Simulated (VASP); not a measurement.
# CuO (P4/mmm) in VASP: notebook

Runs on CuO. Level: PBE. Tasks: single point, relaxation of cell and atoms.

All numbers are computed with VASP 6.6.1; they aren't measurements. Logs are shortened: lines on timing, memory, paths and dates and some standing lists are left out, and cuts for length are marked.

### Step 1. The cell of the first run

It takes space group P4/mmm (No. 123, tetragonal). The conventional cell has a = 3.776 Å, b = 3.776 Å, c = 2.869 Å, α = 90.00°, β = 90.00°, γ = 90.00°. Within 2.5 Å of Cu (site symmetry 4/mmm) lie 4 O at 1.89 Å. Cu (site symmetry 4/mmm) has 8 O at 2.37 Å and 10 Cu at 2.87 to 3.03 Å within 3.1 Å. O (site symmetry mmm) has 6 Cu at 1.89 to 2.37 Å within 2.5 Å.

The cell was generated, and may not be a known phase.

### Step 2. Single point, PBE, collinear spin

Contents of INCAR:

```
PREC = Accurate ; ENCUT = 520
EDIFF = 1E-7 ; ISMEAR = 0
SIGMA = 0.1 ; LREAL = False
LASPH = True ; NELM = 150
ALGO = Normal ; ISIF = 2
LWAVE = False ; LCHARG = False
ISPIN = 2 ; MAGMOM = 1 -1 0 0
LORBIT = 11 ; LMAXMIX = 4
GGA = PE ; NBANDS = 29
```

Contents of KPOINTS:

```
Automatic mesh
0
Gamma
  6 6 4
```

Contents of POSCAR:

```
CuO
1.0
    3.7757081765      0.0000000000      0.0000000000
    0.0000000000      3.7757081765      0.0000000000
    0.0000000000      0.0000000000      2.8686570443
Cu O
2 2
Direct
    0.5000000000      0.5000000000      0.5000000000
    0.0000000000      0.0000000000      0.0000000000
    0.0000000000      0.5000000000      0.5000000000
    0.5000000000      0.0000000000      0.5000000000
```

Potentials or basis: VASP PAW PBE potentials, release 64 (Cu, O).

The run is started by

```console
$ cat potpaw_PBE.64/Cu/POTCAR potpaw_PBE.64/O/POTCAR > POTCAR
$ mpirun -np 1 vasp_std > vasp.out
```

OUTCAR:

```text
PREC = Accurate
   ENCUT = 520
   EDIFF = 1E-7
   ISMEAR = 0
   LREAL = False
   LASPH = True
   NELM = 150
   ISIF = 2
   ISPIN = 2
   LORBIT = 11
   GGA = PE

 ion  position               nearest neighbor table
   1  0.500  0.500  0.500-   3 1.89   4 1.89   4 1.89   3 1.89
   2  0.000  0.000  0.000-   3 2.37   4 2.37   3 2.37   4 2.37   3 2.37   3 2.37   4 2.37   4 2.37

   3  0.000  0.500  0.500-   1 1.89   1 1.89   2 2.37   2 2.37   2 2.37   2 2.37
   4  0.500  0.000  0.500-   1 1.89   1 1.89   2 2.37   2 2.37   2 2.37   2 2.37

  LATTYP: Found a simple tetragonal cell.
 ALAT       =     3.7757081765
 C/A-ratio  =     0.7597666213

  Lattice vectors:

 A1 = (   3.7757081765,   0.0000000000,   0.0000000000)
 A2 = (   0.0000000000,   3.7757081765,   0.0000000000)
 A3 = (   0.0000000000,   0.0000000000,   2.8686570443)

Analysis of symmetry for initial positions (statically):
=====================================================================
 Subroutine PRICEL returns:
 Original cell was already a primitive cell.

 Routine SETGRP: Setting up the symmetry group for a
 simple tetragonal supercell.

 Subroutine GETGRP returns: Found 16 space group operations
 (whereof 16 operations were pure point group operations)
 out of a pool of 16 trial point group operations.

The static configuration has the point symmetry D_4h.

Analysis of symmetry for dynamics (positions and initial velocities):
=====================================================================
 Subroutine PRICEL returns:
 Original cell was already a primitive cell.

 Routine SETGRP: Setting up the symmetry group for a
 simple tetragonal supercell.

 Subroutine GETGRP returns: Found 16 space group operations
 (whereof 16 operations were pure point group operations)
 out of a pool of 16 trial point group operations.

The dynamic configuration has the point symmetry D_4h.

Analysis of structural, dynamic, and magnetic symmetry:
=====================================================================
 Subroutine PRICEL returns:
 Original cell was already a primitive cell.

 Routine SETGRP: Setting up the symmetry group for a
 simple tetragonal supercell.

 Subroutine GETGRP returns: Found 16 space group operations
 (whereof 16 operations were pure point group operations)
 out of a pool of 16 trial point group operations.

The overall configuration has the point symmetry D_4h.
[... 123 lines left out ...]
     AMIX_MAG =   1.60;   BMIX_MAG =  1.00
  volume/ion in A,a.u.               =      10.22        68.99
  Fermi-wavevector in a.u.,A,eV,Ry     =   1.539369  2.908985 32.241126  2.369656
  Thomas-Fermi vector in A             =   2.645606
   LORBIT       =     11    0 simple, 1 ext, 2 COOP (PROOUT), +10 PAW based schemes
   GGA     = PE    functional components
   LHFCALC =     F    Hartree Fock is set to
   AEXX    =    0.0000 exact exchange contribution
   IVDW    =     0    specifies the selected vdW correction
   LEPSILON=     F    determine dielectric tensor
   LRPA    =     F    only Hartree local field effects (RPA)
 spin polarized calculation
 Gauss-broadening in eV      SIGMA  =   0.10
  energy-cutoff  :      520.00
  volume of cell :       40.90
 maximum number of plane-waves:      1116
   NGX = 15   NGY = 15   NGZ = 11

 number of electron      33.9999984 magnetization       0.0507506

 number of electron      33.9999985 magnetization      -0.8650118

 Free energy of the ion-electron system (eV)
  ---------------------------------------------------
  ext. energy  EPLUGINS =         0.00000000
  ---------------------------------------------------
  free energy    TOTEN  =       -18.19627558 eV

  energy without entropy =      -18.18055652  energy(sigma->0) =      -18.18841605

 E-fermi :   5.1641     XC(G=0): -11.9574

 val. band max:        5.1613155989   @ k =   0.3333   0.1667   0.0000
 cond. band min:       5.1766110145   @ k =   0.1667   0.0000   0.2500
 fundamental gap:      0.0152954156
 Fermi energy:         5.1640567144

 spin component 1

 k-point     1 :       0.0000    0.0000    0.0000
  band No.  band energies     occupation
      1     -13.8332      1.00000
      2     -12.2353      1.00000
      3      -0.0602      1.00000
      4      -0.0602      1.00000
      5       1.6553      1.00000
      6       1.9967      1.00000
[... 757 lines left out ...]
     28      23.7502      0.00000
     29      24.8923      0.00000

 [... further k-points ...]

 spin component 2

 k-point     1 :       0.0000    0.0000    0.0000
  band No.  band energies     occupation
      1     -14.1189      1.00000
      2     -12.5703      1.00000
      3      -0.2484      1.00000
      4      -0.2484      1.00000
      5       1.6026      1.00000
      6       1.9294      1.00000
[... 757 lines left out ...]
     28      23.6573      0.00000
     29      24.7603      0.00000

 [... further k-points ...]
[... 5 lines left out ...]
  --------------------------------------------------------------------------------------
  -------------------------------------------------------------------------------------
  Total        0.2407260      0.2407260     -0.0531861      0.0000000     -0.0000000      0.0000000
  in kB        9.4310066      9.4310066     -2.0836907      0.0000000     -0.0000000      0.0000000
  external PRESSURE =       5.5927742 kB  Pullay stress =       0.0000000 kB

 VOLUME and BASIS-vectors are now :
 -----------------------------------------------------------------------------
  energy-cutoff  :      520.00
  volume of cell :       40.90
      direct lattice vectors                 reciprocal lattice vectors
     3.775708176  0.000000000  0.000000000     0.264850977  0.000000000  0.000000000
     0.000000000  3.775708176  0.000000000     0.000000000  0.264850977  0.000000000
     0.000000000  0.000000000  2.868657044     0.000000000  0.000000000  0.348595173

 POSITION                                       TOTAL-FORCE (eV/Angst)
 -----------------------------------------------------------------------------------
      1.88785      1.88785      1.43433         0.000000      0.000000      0.000000
      0.00000      0.00000      0.00000         0.000000      0.000000      0.000000
      0.00000      1.88785      1.43433         0.000000      0.000000      0.000000
      1.88785      0.00000      1.43433         0.000000      0.000000      0.000000
 -----------------------------------------------------------------------------------
    total drift:                                0.000000      0.000000      0.000000

  FREE ENERGIE OF THE ION-ELECTRON SYSTEM (eV)
  ---------------------------------------------------
  free  energy   TOTEN  =       -18.1962755778 eV

  energy  without entropy=      -18.1805565226  energy(sigma->0) =      -18.18841605

 total charge

# of ion       s       p       d       tot
------------------------------------------
    1        0.410   0.460   9.113   9.984
    2        0.237   0.203   9.187   9.628
    3        1.580   3.349   0.000   4.929
    4        1.580   3.349   0.000   4.929
--------------------------------------------------
tot          3.808   7.361  18.300  29.469

 magnetization (x)

# of ion       s       p       d       tot
------------------------------------------
    1        0.001   0.001  -0.083  -0.081
    2        0.007   0.004  -0.396  -0.385
    3       -0.003  -0.184   0.000  -0.187
    4       -0.003  -0.184   0.000  -0.187
--------------------------------------------------
tot          0.001  -0.362  -0.479  -0.840
```

Run time: 52 s. Hardware: 1 thread of Intel Xeon 6975P-C (Granite Rapids), shared host; peak memory 0.19 GiB.

What came out:

```
Free energy                                           : -18.1963 eV
Pressure                                              : 0.6 GPa
Net moment                                            : -0.87 μB per cell
Site moments                                          : Cu -0.08, -0.39; O -0.19 μB
Valence electrons inside the program's atomic spheres : Cu 9.98, 9.63; O 4.93
```

Levels at points of the mesh, in eV from the Fermi level:
Spin up:
```tsv
k point	band 15	band 16	band 17	band 18	band 19	band 20
(0.00, 0.00, 0.00)	-1.18	-1.18	-1.13	-0.95	1.32	5.06
(0.50, 0.00, 0.00)	-1.01	-0.83	-0.31	0.06	4.83	5.76
(0.50, 0.50, 0.00)	0.44	0.45	0.45	2.27	6.50	6.50
(0.00, 0.00, 0.50)	-0.87	0.10	0.42	0.42	6.06	6.31
(0.50, 0.00, 0.50)	-1.14	-0.38	0.11	0.62	4.66	6.13
(0.50, 0.50, 0.50)	-1.22	-1.15	-0.73	2.33	3.60	3.91
```
Spin down:
```tsv
k point	band 14	band 15	band 16	band 17	band 18	band 19	band 20	band 21
(0.00, 0.00, 0.00)	-1.68	-1.68	-1.65	-1.59	-1.36	1.23	5.03	11.08
(0.50, 0.00, 0.00)	-1.44	-1.42	-1.01	-0.61	-0.45	4.60	5.65	11.47
(0.50, 0.50, 0.00)	-1.30	-0.10	0.02	0.02	2.04	6.46	6.46	6.82
(0.00, 0.00, 0.50)	-1.70	-1.14	-0.46	-0.11	-0.11	5.85	6.29	8.94
(0.50, 0.00, 0.50)	-1.56	-1.43	-0.76	-0.07	0.13	4.57	5.97	8.85
(0.50, 0.50, 0.50)	-1.43	-1.40	-1.30	-1.17	2.10	3.58	3.88	10.79
```

Caveat: the k points lie up to 0.55 Å⁻¹ apart; a moment this small can come from the mesh or the smearing; semilocal functionals often make such compounds metallic where correlation or magnetic order opens a gap, which also shifts bond lengths. With open d or f shells a metallic result of PBE can be an artefact of self-interaction; +U or a hybrid may open a gap.

### Step 3. Relaxation of cell and atoms, PBE, collinear spin

This run uses another cell than the first one, of 12.29 Å³/atom.

Contents of INCAR:

```
SYSTEM = CuO
PREC     = Accurate       ! precision mode
ENCUT    = 600            ! plane-wave cutoff, eV
EDIFF    = 1E-7           ! SCF threshold, eV
ISMEAR   = 0              ! smearing method
SIGMA    = 0.1            ! smearing width, eV
LREAL    = .FALSE.        ! projectors in reciprocal space
LASPH    = .TRUE.         ! aspherical terms in the spheres
NELM     = 150            ! most SCF steps
ALGO     = Normal         ! electronic algorithm
ISIF     = 3              ! what is computed and relaxed
LWAVE    = .FALSE.        ! write WAVECAR
LCHARG   = .FALSE.        ! write CHGCAR
ISPIN    = 2              ! spin polarisation
MAGMOM   = 1 -1 0 0       ! initial moments
LORBIT   = 11             ! projections on sites
LMAXMIX  = 4              ! l up to which the mixer works
GGA      = PE             ! functional
IBRION   = 2              ! ionic algorithm
NSW      = 90             ! ionic steps
EDIFFG   = -0.04          ! ionic threshold
```

Contents of KPOINTS:

```
Automatic mesh
0
G
  6 6 4
  0 0 0
```

Contents of POSCAR:

```
CuO
1.0
    3.6141823900      0.0000000000      0.0000000000
    0.0000000000      3.6141823900      0.0000000000
    0.0000000000      0.0000000000      3.7620451400
Cu O
2 2
Direct
    0.5000000000      0.5000000000      0.5000000000
    0.0000000000      0.0000000000      0.0000000000
    0.0000000000      0.5000000000      0.5000000000
    0.5000000000      0.0000000000      0.5000000000
```

Potentials or basis: VASP PAW PBE potentials, release 64 (Cu, O).

The run is started by

```console
$ cat potpaw_PBE.64/Cu/POTCAR potpaw_PBE.64/O/POTCAR > POTCAR
$ mpirun -np 1 vasp_std > vasp.out
```

Run time: 4.3 min. Hardware: 1 thread of Intel Xeon 6975P-C (Granite Rapids), shared host; peak memory 0.22 GiB.

Results (log left out):

```yaml
Free_energy: -18.1925 eV
Relaxed_volume: 10.24 Å³/atom
Relaxed_cell: a = 3.782 Å, b = 3.782 Å, c = 2.864 Å, α = 90.00°, β = 90.00°, γ = 90.00°
Space_group_after_relaxing_to_0.1_Å: P4/mmm (No. 123)
Energy_gained_by_relaxing: 272.5 meV/atom
Ionic_steps: 7
Pressure_after_relaxing: -0.2 GPa
Band_gap_on_the_k_mesh: zero (filled and empty bands overlap)
Net_moment: 0.00 μB per cell
Valence_electrons_inside_the_program's_atomic_spheres: Cu 9.97, 9.63; O 4.92
```

Stress tensor (GPa, compression positive):
```
-0.39  0.00  0.00
 0.00 -0.39  0.00
 0.00  0.00  0.12
```

The path:
```
step  energy change (eV)  largest force (eV/Å)  pressure (GPa)  volume (Å³)
   1              0.0000                0.0000            0.76        49.14
   2             -0.4814                0.0000           -8.23        49.36
   3             -0.6207                0.0000          -12.51        49.29
   4             -0.9748                0.0000           -7.59        44.69
   5             -1.0824                0.0000           -2.39        41.85
   6             -1.0895                0.0000            0.19        40.79
   7             -1.0898                0.0000           -0.22        40.97
```

Final structure:
```
CELL_PARAMETERS angstrom
3.78223 0.00000 0.00000
0.00000 3.78223 0.00000
0.00000 0.00000 2.86391
ATOMIC_POSITIONS crystal
Cu 0.50000 0.50000 0.50000
Cu 0.00000 0.00000 0.00000
O 0.00000 0.50000 0.50000
O 0.50000 0.00000 0.50000
```

Levels at points of the mesh, in eV from the Fermi level:
Spin up:
```tsv
k point	band 14	band 15	band 16	band 17	band 18	band 19	band 20	band 21
(0.00, 0.00, 0.00)	-1.38	-1.37	-1.37	-1.29	-1.12	1.28	5.03	11.14
(0.50, 0.00, 0.00)	-1.22	-1.16	-0.94	-0.45	-0.15	4.73	5.70	11.49
(0.50, 0.50, 0.00)	-1.09	0.22	0.25	0.25	2.13	6.51	6.51	6.95
(0.00, 0.00, 0.50)	-1.47	-0.95	-0.09	0.18	0.18	5.97	6.29	9.04
(0.50, 0.00, 0.50)	-1.35	-1.23	-0.51	0.02	0.40	4.63	6.09	8.88
(0.50, 0.50, 0.50)	-1.34	-1.26	-1.23	-0.97	2.19	3.62	3.95	11.43
```
Spin down:
| k point | band 13 | band 14 | band 15 | band 16 | band 17 | band 18 | band 19 | band 20 | band 21 |
| --- | --- | --- | --- | --- | --- | --- | --- | --- | --- |
| (0.00, 0.00, 0.00) | -2.09 | -1.38 | -1.37 | -1.37 | -1.29 | -1.12 | 1.28 | 5.03 | 11.14 |
| (0.50, 0.00, 0.00) | -1.33 | -1.22 | -1.16 | -0.94 | -0.45 | -0.15 | 4.73 | 5.70 | 11.49 |
| (0.50, 0.50, 0.00) | -1.32 | -1.09 | 0.22 | 0.25 | 0.25 | 2.13 | 6.51 | 6.51 | 6.95 |
| (0.00, 0.00, 0.50) | -1.93 | -1.47 | -0.95 | -0.09 | 0.18 | 0.18 | 5.97 | 6.29 | 9.04 |
| (0.50, 0.00, 0.50) | -1.44 | -1.35 | -1.23 | -0.51 | 0.02 | 0.40 | 4.63 | 6.09 | 8.88 |
| (0.50, 0.50, 0.50) | -1.34 | -1.34 | -1.26 | -1.23 | -0.97 | 2.19 | 3.62 | 3.95 | 11.43 |

Caveat: the k points lie up to 0.55 Å⁻¹ apart in the final cell, too coarse for converged energies and pressures of a metal; the volume moved by over 15 % at a fixed basis, so the end points are rough; semilocal functionals often make such compounds metallic where correlation or magnetic order opens a gap, which also shifts bond lengths.
